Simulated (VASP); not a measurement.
Ru:

```
Ru
1.0
     2.66923    0.00000    0.00000
    -1.33462    2.31162    0.00000
     0.00000    0.00000    4.22403
Ru
2
Cartesian
  1.3346 0.7705 3.1680
  0.0000 1.5411 1.0560
```

Base run:

```yaml
Program: VASP 6.6.1
Functional: PBE
Potentials_or_basis: VASP PAW PBE potentials, release 64 (Ru_pv)
Cutoff: 520 eV
k_mesh: 11 × 11 × 6
Occupations: fermi-dirac, width 0.05 eV
Spin: no spin polarisation
```

Its results: band gap on the k mesh zero (band 14 reaches 15.20 eV, above the bottom of band 15 at 11.93 eV); pressure 19.6 GPa.

Task: After a change of settings the same cell gave: band gap on the k mesh zero (band 14 reaches 15.16 eV, above the bottom of band 15 at 11.74 eV); pressure 14.6 GPa. Which change was it?
A. functional from PBE to SVWN5; further incar settings from ALGO = Normal; EDIFF = 1e-06; NBANDS = 21 to ALGO = Fast; EDIFF = 1e-06; NBANDS = 21
B. functional from PBE to HSE06; k mesh from 11 × 11 × 6 to 6 × 6 × 3
C. functional from PBE to BLYP; further incar settings from ALGO = Normal; EDIFF = 1e-06; NBANDS = 21 to ALGO = Normal; EDIFF = 1e-07; NBANDS = 21
D. functional from PBE to r2SCAN

Result: D.

Caveats: the PAW data sets were made with another functional, which shifts forces and pressure a little (some runs).
